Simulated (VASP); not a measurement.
# AlRu (Pm-3m) in VASP: further runs, part 3 of 4

VASP 6.6.1. Earlier steps stand in the parts before.

**4. Single point, PBE**

This run uses another cell than the first one, of 13.56 Å³/atom, 1.022 times its volume.

INCAR

```
PREC = Accurate ; ENCUT = 520
EDIFF = 1E-7 ; ISMEAR = 0
SIGMA = 0.1 ; LREAL = F
LASPH = T ; NELM = 80
ALGO = Normal ; ISIF = 2
LWAVE = F ; LCHARG = F
GGA = PE ; NBANDS = 16
```

KPOINTS

```
Automatic mesh
0
Gamma
  6 6 6
```

POSCAR

```
AlRu
1.0
    3.0045263507      0.0000000000      0.0000000000
    0.0000000000      3.0045263507      0.0000000000
    0.0000000000      0.0000000000      3.0045263507
Al Ru
1 1
Direct
    0.0000000000      0.0000000000      0.0000000000
    0.5000000000      0.5000000000      0.5000000000
```

Potentials or basis: VASP PAW PBE potentials, release 64 (Al, Ru_pv).

Launch:

```console
cat potpaw_PBE.64/Al/POTCAR potpaw_PBE.64/Ru_pv/POTCAR > POTCAR
mpirun -np 1 vasp_std > vasp.out
```

OUTCAR:

```text
PREC = Accurate
   ENCUT = 520
   EDIFF = 1E-7
   ISMEAR = 0
   LREAL = F
   LASPH = T
   NELM = 80
   ISIF = 2
   GGA = PE

 ion  position               nearest neighbor table
   1  0.000  0.000  0.000-   2 2.60   2 2.60   2 2.60   2 2.60   2 2.60   2 2.60   2 2.60   2 2.60

   2  0.500  0.500  0.500-   1 2.60   1 2.60   1 2.60   1 2.60   1 2.60   1 2.60   1 2.60   1 2.60

  LATTYP: Found a simple cubic cell.
 ALAT       =     3.0045263507

  Lattice vectors:

 A1 = (   3.0045263507,   0.0000000000,   0.0000000000)
 A2 = (   0.0000000000,   3.0045263507,   0.0000000000)
 A3 = (   0.0000000000,   0.0000000000,   3.0045263507)

Analysis of symmetry for initial positions (statically):
=====================================================================
 Subroutine PRICEL returns:
 Original cell was already a primitive cell.

 Routine SETGRP: Setting up the symmetry group for a
 simple cubic supercell.

 Subroutine GETGRP returns: Found 48 space group operations
 (whereof 48 operations were pure point group operations)
 out of a pool of 48 trial point group operations.

The static configuration has the point symmetry O_h .

Analysis of symmetry for dynamics (positions and initial velocities):
=====================================================================
 Subroutine PRICEL returns:
 Original cell was already a primitive cell.

 Routine SETGRP: Setting up the symmetry group for a
 simple cubic supercell.

 Subroutine GETGRP returns: Found 48 space group operations
 (whereof 48 operations were pure point group operations)
 out of a pool of 48 trial point group operations.

The dynamic configuration has the point symmetry O_h .

 Subroutine INISYM returns: Found 48 space group operations
 (whereof 48 operations are pure point group operations),
 and found     1 'primitive' translations

----------------------------------------------------------------------------------------

                                     Primitive cell

  volume of cell :      27.1224

  direct lattice vectors                    reciprocal lattice vectors
     3.004526351  0.000000000  0.000000000     0.332831163  0.000000000  0.000000000
     0.000000000  3.004526351  0.000000000     0.000000000  0.332831163  0.000000000
     0.000000000  0.000000000  3.004526351     0.000000000  0.000000000  0.332831163

  length of vectors
     3.004526351  3.004526351  3.004526351     0.332831163  0.332831163  0.332831163

  position of ions in fractional coordinates (direct lattice)
     0.000000000  0.000000000  0.000000000
     0.500000000  0.500000000  0.500000000

  ion indices of the primitive-cell ions
   primitive index   ion index
                 1           1
                 2           2

----------------------------------------------------------------------------------------

 KPOINTS: Automatic mesh

Automatic generation of k-mesh.
 Grid dimensions read from file:
 generate k-points for:    6    6    6

 Generating k-lattice:

  Cartesian coordinates                     Fractional coordinates (reciprocal lattice)
     0.055471861  0.000000000  0.000000000     0.166666667  0.000000000  0.000000000
     0.000000000  0.055471861  0.000000000     0.000000000  0.166666667  0.000000000
     0.000000000  0.000000000  0.055471861     0.000000000  0.000000000  0.166666667

  Length of vectors
     0.055471861  0.055471861  0.055471861

  Shift w.r.t. Gamma in fractional coordinates (k-lattice)
     0.000000000  0.000000000  0.000000000

 Subroutine IBZKPT returns following result:
 ===========================================

 Found     20 irreducible k-points:

 Following reciprocal coordinates:
            Coordinates               Weight
  0.000000  0.000000  0.000000      1.000000
  0.166667  0.000000  0.000000      6.000000
  0.333333  0.000000  0.000000      6.000000
  0.500000  0.000000  0.000000      3.000000
  0.166667  0.166667  0.000000     12.000000
  0.333333  0.166667  0.000000     24.000000
[... 12 lines left out ...]
  0.500000  0.500000  0.333333      6.000000
  0.500000  0.500000  0.500000      1.000000
   k-points           NKPTS =     20   k-points in BZ     NKDIM =     20   number of bands    NBANDS=     16
   number of dos      NEDOS =    301   number of ions     NIONS =      2
   total plane-waves  NPLWV =  13824
   dimension x,y,z NGX =    24 NGY =   24 NGZ =   24
   dimension x,y,z NGXF=    48 NGYF=   48 NGZF=   48
   ions per type =               1   1
   NGX,Y,Z   is equivalent  to a cutoff of  13.28, 13.28, 13.28 a.u.
   NGXF,Y,Z  is equivalent  to a cutoff of  26.56, 26.56, 26.56 a.u.
 SYSTEM =  unknown system
   PREC   = accura    normal or accurate (medium, high low for compatibility)
   ISTART =      0    job   : 0-new  1-cont  2-samecut
   ICHARG =      2    charge: 1-file 2-atom 10-const
   ISPIN  =      1    spin polarized calculation?
   LNONCOLLINEAR =      F non collinear calculations
   LSORBIT =      F    spin-orbit coupling
   LASPH  =      T    aspherical Exc in radial PAW
   ENCUT  =  520.0 eV  38.22 Ry    6.18 a.u.   5.59  5.59  5.59*2*pi/ulx,y,z
   NELM   =     80;   NELMIN=  2; NELMDL= -5     # of ELM steps
   EDIFF  = 0.1E-06   stopping-criterion for ELM
   LREAL  =      F    real-space projection
   EDIFFG = 0.1E-05   stopping-criterion for IOM
   NSW    =      0    number of steps for IOM
   IBRION =     -1    ionic relax: 0-MD 1-quasi-New 2-CG
   NFREE  =      0    steps in history (QN), initial steepest desc. (CG)
   ISIF   =      2    stress and relaxation
   ISYM   =      2    0-nonsym 1-usesym 2-fastsym
   POTIM  = 0.5000    time-step for ionic-motion
   TEBEG  =    0.0;   TEEND  =   0.0 temperature during run
   PSTRESS=    0.0 pullay stress
   NELECT =      17.0000    total number of electrons
   NUPDOWN=      -1.0000    fix difference up-down
   EMIN   =  10.00;   EMAX   =-10.00  energy-range for DOS
   EFERMI =   0.00;   METHOD = LEGACY
   ISMEAR =     0;   SIGMA  =   0.10  broadening in eV -4-tet -1-fermi 0-gaus
   EFERMI_NEDOS =   21; number of points for ismear=-14 and -15
   IALGO  =     38    algorithm
   IMIX   =      4    mixing-type and parameters
     AMIX     =   0.40;   BMIX     =  1.00
     AMIX_MAG =   1.60;   BMIX_MAG =  1.00
  volume/ion in A,a.u.               =      13.56        91.52
  Fermi-wavevector in a.u.,A,eV,Ry     =   1.401033  2.647569 26.706798  1.962894
  Thomas-Fermi vector in A             =   2.523935
   LORBIT       =      0    0 simple, 1 ext, 2 COOP (PROOUT), +10 PAW based schemes
   GGA     = PE    functional components
   LHFCALC =     F    Hartree Fock is set to
   AEXX    =    0.0000 exact exchange contribution
   IVDW    =     0    specifies the selected vdW correction
   LEPSILON=     F    determine dielectric tensor
   LRPA    =     F    only Hartree local field effects (RPA)
 non-spin polarized calculation
 Gauss-broadening in eV      SIGMA  =   0.10
  energy-cutoff  :      520.00
  volume of cell :       27.12
 maximum number of plane-waves:       740
 NGX is ok and might be reduce to    24
   NGX = 11   NGY = 11   NGZ = 11

 number of electron      16.9999996 magnetization

 Free energy of the ion-electron system (eV)
  ---------------------------------------------------
  ext. energy  EPLUGINS =         0.00000000
  ---------------------------------------------------
  free energy    TOTEN  =       -14.26104900 eV

  energy without entropy =      -14.24775209  energy(sigma->0) =      -14.25440055

 E-fermi :  10.4098     XC(G=0): -12.5022

 val. band max:       10.4064466893   @ k =   0.3333   0.1667   0.0000
 cond. band min:      10.4822362825   @ k =   0.5000   0.1667   0.0000
 fundamental gap:      0.0757895932
 Fermi energy:        10.4097827006

 k-point     1 :       0.0000    0.0000    0.0000
  band No.  band energies     occupation
      1     -31.2394      2.00000
      2     -31.2394      2.00000
      3     -31.2394      2.00000
      4       0.9340      2.00000
      5       7.0461      2.00000
      6       7.0461      2.00000
[... 8 lines left out ...]
     15      22.6191      0.00000
     16      25.3966      0.00000
[... 343 lines left out ...]
 k-point    20 :       0.5000    0.5000    0.5000
  band No.  band energies     occupation
      1     -31.3913      2.00000
      2     -31.3913      2.00000
      3     -31.3913      2.00000
      4       5.9690      2.00000
      5       5.9690      2.00000
      6       5.9690      2.00000
[... 8 lines left out ...]
     15      18.9354      0.00000
     16      22.2645      0.00000

------------------------ aborting loop because EDIFF is reached ----------------------------------------

  FORCE on cell =-STRESS in cart. coord.  units (eV):
  Direction    XX          YY          ZZ          XY          YZ          ZX
  --------------------------------------------------------------------------------------
  -------------------------------------------------------------------------------------
  Total       -0.0400517     -0.0400517     -0.0400517      0.0000000     -0.0000000      0.0000000
  in kB       -2.3659394     -2.3659394     -2.3659394      0.0000000     -0.0000000      0.0000000
  external PRESSURE =      -2.3659394 kB  Pullay stress =       0.0000000 kB

 VOLUME and BASIS-vectors are now :
 -----------------------------------------------------------------------------
  energy-cutoff  :      520.00
  volume of cell :       27.12
      direct lattice vectors                 reciprocal lattice vectors
     3.004526351  0.000000000  0.000000000     0.332831163  0.000000000  0.000000000
     0.000000000  3.004526351  0.000000000     0.000000000  0.332831163  0.000000000
     0.000000000  0.000000000  3.004526351     0.000000000  0.000000000  0.332831163

 POSITION                                       TOTAL-FORCE (eV/Angst)
 -----------------------------------------------------------------------------------
      0.00000      0.00000      0.00000         0.000000      0.000000      0.000000
      1.50226      1.50226      1.50226         0.000000      0.000000      0.000000
 -----------------------------------------------------------------------------------
    total drift:                                0.000000     -0.000000     -0.000000

  FREE ENERGIE OF THE ION-ELECTRON SYSTEM (eV)
  ---------------------------------------------------
  free  energy   TOTEN  =       -14.2610490005 eV

  energy  without entropy=      -14.2477520908  energy(sigma->0) =      -14.25440055
```

OSZICAR:

```text
N       E                     dE             d eps       ncg     rms          rms(c)
DAV:   1     0.114060645400E+03    0.11406E+03   -0.93747E+03   664   0.991E+02
DAV:   2    -0.130225900069E+02   -0.12708E+03   -0.12063E+03   744   0.290E+02
DAV:   3    -0.149129202857E+02   -0.18903E+01   -0.18829E+01   824   0.366E+01
DAV:   4    -0.149271880566E+02   -0.14268E-01   -0.14250E-01   792   0.332E+00
DAV:   5    -0.149274043638E+02   -0.21631E-03   -0.21609E-03   776   0.392E-01    0.118E+01
DAV:   6    -0.143449518707E+02    0.58245E+00   -0.21967E+00   752   0.162E+01    0.221E+00
DAV:   7    -0.142783122699E+02    0.66640E-01   -0.17243E-01   688   0.454E+00    0.191E+00
DAV:   8    -0.142613387173E+02    0.16974E-01   -0.19341E-02   736   0.116E+00    0.193E-01
DAV:   9    -0.142610590719E+02    0.27965E-03   -0.44187E-04   816   0.191E-01    0.124E-01
DAV:  10    -0.142610504974E+02    0.85745E-05   -0.37714E-05   720   0.649E-02    0.562E-03
DAV:  11    -0.142610496267E+02    0.87078E-06   -0.95414E-07   872   0.950E-03    0.414E-03
DAV:  12    -0.142610490331E+02    0.59351E-06   -0.62114E-08   496   0.259E-03    0.315E-04
DAV:  13    -0.142610490005E+02    0.32609E-07   -0.29806E-09   424   0.476E-04
   1 F= -.14261049E+02 E0= -.14254401E+02  d E =-.132969E-01
```

stdout:

```text
POSCAR found type information on POSCAR AlRu
 POSCAR found :  2 types and       2 ions
 scaLAPACK will be used
 LDA part: xc-table for (Slater+PW92), standard interpolation
 POSCAR, INCAR and KPOINTS ok, starting setup
 FFT: planning ... GRIDC
 FFT: planning ... GRID_SOFT
 FFT: planning ... GRID
 WAVECAR not read
 entering main loop
```

Run time: 3.4 s. Hardware: 1 thread of Intel Xeon 6975P-C (Granite Rapids), shared host; peak memory 0.13 GiB.

Results:

- Free energy: -14.2610 eV
- Pressure: -0.2 GPa

**5. Relaxation of cell and atoms, PBE**

INCAR

```
SYSTEM = AlRu
  PREC = Accurate
  ENCUT = 600
  EDIFF = 1E-7
  ISMEAR = 0
  SIGMA = 0.1
  LREAL = .FALSE.
  LASPH = .TRUE.
  NELM = 60
  ALGO = Fast
  ISIF = 3
  LWAVE = .FALSE.
  LCHARG = .FALSE.
  GGA = PE
  IBRION = 2
  NSW = 90
  EDIFFG = -0.04
```

KPOINTS

```
regular mesh
0
G
  6 6 6
  0 0 0
```

POSCAR

```
AlRu
1.0
    2.9824954400      0.0000000000      0.0000000000
    0.0000000000      2.9824954400      0.0000000000
    0.0000000000      0.0000000000      2.9824954400
Al Ru
1 1
Direct
    0.0000000000      0.0000000000      0.0000000000
    0.5000000000      0.5000000000      0.5000000000
```

Potentials or basis: VASP PAW PBE potentials, release 64 (Al, Ru_pv).

Launch:

```console
cat potpaw_PBE.64/Al/POTCAR potpaw_PBE.64/Ru_pv/POTCAR > POTCAR
mpirun -np 1 vasp_std > vasp.out
```

OUTCAR:

```text
SYSTEM = AlRu
   PREC = Accurate
   ENCUT = 600
   EDIFF = 1E-7
   ISMEAR = 0
   LREAL = .FALSE.
   LASPH = .TRUE.
   NELM = 60
   ISIF = 3
   GGA = PE
   IBRION = 2
   NSW = 90
   EDIFFG = -0.04

 ion  position               nearest neighbor table
   1  0.000  0.000  0.000-   2 2.58   2 2.58   2 2.58   2 2.58   2 2.58   2 2.58   2 2.58   2 2.58

   2  0.500  0.500  0.500-   1 2.58   1 2.58   1 2.58   1 2.58   1 2.58   1 2.58   1 2.58   1 2.58

  LATTYP: Found a simple cubic cell.
 ALAT       =     2.9824954400

  Lattice vectors:

 A1 = (   2.9824954400,   0.0000000000,   0.0000000000)
 A2 = (   0.0000000000,   2.9824954400,   0.0000000000)
 A3 = (   0.0000000000,   0.0000000000,   2.9824954400)

Analysis of symmetry for initial positions (statically):
=====================================================================
[... 220 lines left out ...]
      4       0.6864      2.00000
      5       6.7813      2.00000
      6       6.7813      2.00000
      7      10.2622      0.00012
      8      10.2622      0.00012
      9      10.2622      0.00012
     10      15.9683      0.00000
     11      15.9683      0.00000
     12      15.9683      0.00000
[... 318 lines left out ...]
--------------------------------------- Ionic step        3  -------------------------------------------

 number of electron      16.9999996 magnetization

 Free energy of the ion-electron system (eV)
  ---------------------------------------------------
  ext. energy  EPLUGINS =         0.00000000
  ---------------------------------------------------
  free energy    TOTEN  =       -14.26075311 eV

  energy without entropy =      -14.24746398  energy(sigma->0) =      -14.25410854

 E-fermi :  10.4232     XC(G=0): -12.5073

 val. band max:       10.4199319532   @ k =   0.3333   0.1667   0.0000
 cond. band min:      10.4958246347   @ k =   0.5000   0.1667   0.0000
 fundamental gap:      0.0758926815
 Fermi energy:        10.4232423638

 k-point     1 :       0.0000    0.0000    0.0000
  band No.  band energies     occupation
      1     -31.2262      2.00000
      2     -31.2262      2.00000
      3     -31.2262      2.00000
      4       0.9421      2.00000
      5       7.0546      2.00000
      6       7.0546      2.00000
      7      10.7124      0.00004
      8      10.7124      0.00004
      9      10.7124      0.00004
     10      16.5626      0.00000
     11      16.5626      0.00000
     12      16.5626      0.00000
[... 312 lines left out ...]
  FREE ENERGIE OF THE ION-ELECTRON SYSTEM (eV)
  ---------------------------------------------------
  free  energy   TOTEN  =       -14.2607531082 eV

  energy  without entropy=      -14.2474639788  energy(sigma->0) =      -14.25410854

 reached required accuracy - stopping structural energy minimisation
```

CONTCAR:

```text
AlRu
   1.00000000000000
     3.0035268113103073   -0.0000000000000000   -0.0000000000000000
    -0.0000000000000000    3.0035268113103073    0.0000000000000000
    -0.0000000000000000    0.0000000000000000    3.0035268113103073
  Al              Ru
     1     1
Direct
     0.0000000000000000    0.0000000000000000    0.0000000000000000
     0.5000000000000000    0.5000000000000000    0.5000000000000000

  0.00000000E+00  0.00000000E+00  0.00000000E+00
  0.00000000E+00  0.00000000E+00  0.00000000E+00
```

Wall time 8.4 s (1 thread of Intel Xeon 6975P-C (Granite Rapids), shared host); peak memory 0.14 GiB.

What came out:

```
Free energy                            : -14.2608 eV
Relaxed volume                         : 13.55 Å³/atom
Relaxed cell                           : a = 3.004 Å, b = 3.004 Å, c = 3.004 Å, α = 90.00°, β = 90.00°, γ = 90.00°
Space group after relaxing (to 0.05 Å) : Pm-3m (No. 221)
Energy gained by relaxing              : 3.8 meV/atom
Ionic steps                            : 3
Pressure after relaxing                : 0.0 GPa
```

The path:
```tsv
step	energy change (eV)	largest force (eV/Å)	pressure (GPa)	volume (Å³)
1	0.0000	0.0000	4.48	26.53
2	0.0101	0.0000	-6.28	27.98
3	-0.0076	0.0000	-0.05	27.10
```

Final structure:
```yaml
crystal:
  lattice:
    - [3.00353, 0.00000, 0.00000]
    - [0.00000, 3.00353, 0.00000]
    - [0.00000, 0.00000, 3.00353]
  atoms:
    - { symbol: Al, position: [0.00000, 0.00000, 0.00000] }
    - { symbol: Ru, position: [0.50000, 0.50000, 0.50000] }
```

(Continued in part 4 of 4.)
